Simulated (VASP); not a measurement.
# C (P6_3/mmc) in VASP: a series of runs, part 2 of 2

VASP 6.6.1.

## 4. Relaxation of the atoms, PBEsol (strained cell)

INCAR

```
SYSTEM = C
PREC = Accurate
ENCUT = 520
EDIFF = 1E-6
ISMEAR = 0
SIGMA = 0.02
LREAL = .FALSE.
LASPH = .TRUE.
NELM = 80
ALGO = Normal
ISIF = 2
LWAVE = .FALSE.
LCHARG = .FALSE.
GGA = PS
IBRION = 2
NSW = 60
EDIFFG = -0.002
```

KPOINTS

```
regular mesh
0
G
  9 9 6
  0 0 0
```

POSCAR

```
C
1.0
    2.4612466108      0.0000000000      0.0000000000
   -1.2306233054      2.1315020900      0.0000000000
    0.0000000000      0.0000000000      4.1627789746
C
4
Direct
    0.3333333333      0.6666666667      0.0000573175
    0.6666666667      0.3333333333      0.5000573175
    0.3333333333      0.6666666667      0.3739426825
    0.6666666667      0.3333333333      0.8739426825
```

Potentials or basis: VASP PAW PBE potentials, release 64 (C).

Launch:

```sh
$ cat potpaw_PBE.64/C/POTCAR > POTCAR
$ mpirun -np 1 vasp_std > vasp.out
```

OUTCAR:

```text
SYSTEM = C
   PREC = Accurate
   ENCUT = 520
   EDIFF = 1E-6
   ISMEAR = 0
   LREAL = .FALSE.
   LASPH = .TRUE.
   NELM = 80
   ISIF = 2
   GGA = PS
   IBRION = 2
   NSW = 60
   EDIFFG = -0.002

 ion  position               nearest neighbor table
   1  0.333  0.667  0.000-   4 1.51   4 1.51   4 1.51   3 1.56
   2  0.667  0.333  0.500-   3 1.51   3 1.51   3 1.51   4 1.56
   3  0.333  0.667  0.374-   2 1.51   2 1.51   2 1.51   1 1.56
   4  0.667  0.333  0.874-   1 1.51   1 1.51   1 1.51   2 1.56

  LATTYP: Found a hexagonal cell.
 ALAT       =     2.4612466108
 C/A-ratio  =     1.6913294898

  Lattice vectors:

 A1 = (   2.4612466108,   0.0000000000,   0.0000000000)
 A2 = (  -1.2306233054,   2.1315020900,   0.0000000000)
 A3 = (   0.0000000000,   0.0000000000,   4.1627789746)

Analysis of symmetry for initial positions (statically):
=====================================================================
 Subroutine PRICEL returns:
 Original cell was already a primitive cell.

 Routine SETGRP: Setting up the symmetry group for a
 hexagonal supercell.

 Subroutine GETGRP returns: Found 24 space group operations
 (whereof  6 operations were pure point group operations)
 out of a pool of 24 trial point group operations.

The static configuration has the point symmetry C_3v.
 The point group associated with its full space group is D_6h.

Analysis of symmetry for dynamics (positions and initial velocities):
=====================================================================
 Subroutine PRICEL returns:
 Original cell was already a primitive cell.

 Routine SETGRP: Setting up the symmetry group for a
 hexagonal supercell.

 Subroutine GETGRP returns: Found 24 space group operations
 (whereof  6 operations were pure point group operations)
 out of a pool of 24 trial point group operations.

[... 136 lines left out ...]
 conjugate gradient relaxation of ions
 non-spin polarized calculation
 Gauss-broadening in eV      SIGMA  =   0.02
  energy-cutoff  :      520.00
  volume of cell :       21.84
 maximum number of plane-waves:       608
   NGX =  9   NGY =  9   NGZ = 15

--------------------------------------- Ionic step        1  -------------------------------------------

 number of electron      15.9999994 magnetization

 Free energy of the ion-electron system (eV)
  ---------------------------------------------------
  ext. energy  EPLUGINS =         0.00000000
  ---------------------------------------------------
  free energy    TOTEN  =       -38.35440182 eV

  energy without entropy =      -38.35440182  energy(sigma->0) =      -38.35440182

------------------------ aborting loop because EDIFF is reached ----------------------------------------

  FORCE on cell =-STRESS in cart. coord.  units (eV):
  Direction    XX          YY          ZZ          XY          YZ          ZX
  --------------------------------------------------------------------------------------
  -------------------------------------------------------------------------------------
  Total        3.0844674      3.0844674      0.1460773      0.0000000      0.0000000     -0.0000000
  in kB      226.2906049    226.2906049     10.7169002      0.0000000      0.0000000     -0.0000000
  external PRESSURE =     154.4327034 kB  Pullay stress =       0.0000000 kB
[... 63 lines left out ...]
--------------------------------------- Ionic step        3  -------------------------------------------

 number of electron      15.9999994 magnetization

 Free energy of the ion-electron system (eV)
  ---------------------------------------------------
  ext. energy  EPLUGINS =         0.00000000
  ---------------------------------------------------
  free energy    TOTEN  =       -38.35440549 eV

  energy without entropy =      -38.35440549  energy(sigma->0) =      -38.35440549

 E-fermi :  10.6986     XC(G=0): -13.6174

 val. band max:       10.5936777190   @ k =   0.0000   0.0000   0.0000
 cond. band min:      13.4598338000   @ k =   0.3333   0.3333   0.0000
 fundamental gap:      2.8661560811
 Fermi energy:        10.6985683701

 k-point     1 :       0.0000    0.0000    0.0000
  band No.  band energies     occupation
      1     -11.7964      2.00000
      2      -6.1775      2.00000
      3      -3.6656      2.00000
      4       7.5322      2.00000
      5       7.5322      2.00000
      6       9.9899      2.00000
      7      10.5937      2.00000
      8      10.5937      2.00000
      9      15.5485      0.00000
     10      15.7306      0.00000
     11      15.7306      0.00000
     12      19.5876      0.00000
[... 331 lines left out ...]
 k-point    24 :       0.3333    0.3333    0.1667
  band No.  band energies     occupation
      1      -4.1059      2.00000
      2      -4.1059      2.00000
      3      -0.8858      2.00000
      4      -0.2191      2.00000
      5      -0.2191      2.00000
      6       2.6139      2.00000
      7       4.0241      2.00000
      8       4.0241      2.00000
      9      14.3022      0.00000
     10      20.8491      0.00000
     11      20.8491      0.00000
     12      23.7904      0.00000

 [... further k-points ...]
[... 5 lines left out ...]
  --------------------------------------------------------------------------------------
  -------------------------------------------------------------------------------------
  Total        3.0818767      3.0818767      0.1464243      0.0000000      0.0000000     -0.0000000
  in kB      226.1005405    226.1005406     10.7423571      0.0000000      0.0000000     -0.0000000
  external PRESSURE =     154.3144794 kB  Pullay stress =       0.0000000 kB
[... 19 lines left out ...]
  FREE ENERGIE OF THE ION-ELECTRON SYSTEM (eV)
  ---------------------------------------------------
  free  energy   TOTEN  =       -38.3544054932 eV

  energy  without entropy=      -38.3544054932  energy(sigma->0) =      -38.35440549

 reached required accuracy - stopping structural energy minimisation
```

OSZICAR:

```text
N       E                     dE             d eps       ncg     rms          rms(c)
DAV:   1     0.274141739300E+02    0.27414E+02   -0.88347E+03  1152   0.130E+03
DAV:   2    -0.377849115327E+02   -0.65199E+02   -0.60793E+02  1684   0.219E+02
DAV:   3    -0.398311735168E+02   -0.20463E+01   -0.20340E+01  1500   0.360E+01
[... 12 lines left out ...]
DAV:   3    -0.383543804157E+02    0.77350E-06   -0.15036E-06  1068   0.132E-02
   2 F= -.38354380E+02 E0= -.38354380E+02  d E =0.214050E-04
       N       E                     dE             d eps       ncg     rms          rms(c)
DAV:   1    -0.383544047792E+02   -0.23590E-04   -0.15879E-03  1220   0.377E-01    0.694E-03
DAV:   2    -0.383544058827E+02   -0.11035E-05   -0.17859E-05  1440   0.377E-02    0.456E-03
DAV:   3    -0.383544054932E+02    0.38949E-06   -0.80247E-07   864   0.968E-03
   3 F= -.38354405E+02 E0= -.38354405E+02  d E =-.367250E-05
```

CONTCAR:

```text
C
   1.00000000000000
     2.4612466108000000    0.0000000000000000    0.0000000000000000
    -1.2306233054000000    2.1315020900000001    0.0000000000000000
     0.0000000000000000    0.0000000000000000    4.1627789746000001
  C
     4
Direct
     0.3333333332999970    0.6666666667000030    0.0000950634232869
     0.6666666667000030    0.3333333332999970    0.5000950634232869
     0.3333333332999970    0.6666666667000030    0.3739049365767154
     0.6666666667000030    0.3333333332999970    0.8739049365767154

  0.00000000E+00  0.00000000E+00  0.00000000E+00
  0.00000000E+00  0.00000000E+00  0.00000000E+00
  0.00000000E+00  0.00000000E+00  0.00000000E+00
  0.00000000E+00  0.00000000E+00  0.00000000E+00
```

It took 7.5 s on 1 thread of Intel Xeon 6975P-C (Granite Rapids), shared host; peak memory 0.13 GiB.

Results:

```yaml
Free_energy: -38.3544 eV
Energy_gained_by_relaxing: 0.0 meV/atom
Ionic_steps: 3
Pressure_after_relaxing: 15.4 GPa
Band_gap_on_the_k_mesh: 2.87 eV, indirect (least direct gap 4.95 eV)
```

Final structure:
```cif
data_structure
_symmetry_space_group_name_H-M 'P 1'
_symmetry_Int_Tables_number 1
_cell_length_a 2.4612
_cell_length_b 2.4612
_cell_length_c 4.1628
_cell_angle_alpha 90.000
_cell_angle_beta 90.000
_cell_angle_gamma 120.000
_cell_volume 21.84
loop_
_atom_site_label
_atom_site_type_symbol
_atom_site_fract_x
_atom_site_fract_y
_atom_site_fract_z
_atom_site_occupancy
C1 C 0.33333 0.66667 0.00010 1
C2 C 0.66667 0.33333 0.50009 1
C3 C 0.33333 0.66667 0.37390 1
C4 C 0.66667 0.33333 0.87390 1
```

Levels at points of the mesh, in eV from the valence-band top:
| k point | band 6 | band 7 | band 8 | band 9 | band 10 | band 11 |
| --- | --- | --- | --- | --- | --- | --- |
| (0.00, 0.00, 0.00) | -0.60 | 0.00 | 0.00 | 4.95 | 5.14 | 5.14 |
| (0.00, 0.00, 0.50) | -1.83 | -1.83 | -1.83 | 7.42 | 7.42 | 7.42 |

Caveat: the cell differs from its parent crystal (strained cell); the PAW data sets were made with another functional, which shifts forces and pressure a little. A k mesh can miss the band edges.

## 5. Summary

| cell | gap on the mesh (eV) | pressure (GPa) |
| --- | --- | --- |
| atoms relaxed from a = 2.461, b = 2.461, c = 4.073 Å, angles 90.0, 90.0, 120.0°, 4 atoms | 2.84 | 27.0 |
| atoms relaxed from a = 2.461, b = 2.461, c = 4.165 Å, angles 90.0, 90.0, 120.0°, 4 atoms | 2.87 | 15.1 |
| atoms relaxed from a = 2.461, b = 2.461, c = 4.163 Å, angles 90.0, 90.0, 120.0°, 4 atoms | 2.87 | 15.4 |

Alike in all rows: task relaxation of the atoms; level PBEsol; potentials or basis VASP PAW PBE potentials, release 64 (C); no spin polarisation; k mesh 9 × 9 × 6; cutoff (eV) 520; smearing gaussian 0.02 eV.

Caveats: the PAW data sets were made with another functional, which shifts forces and pressure a little.

Total energies depend on the potentials used, so only differences within one code and one set of settings carry meaning.
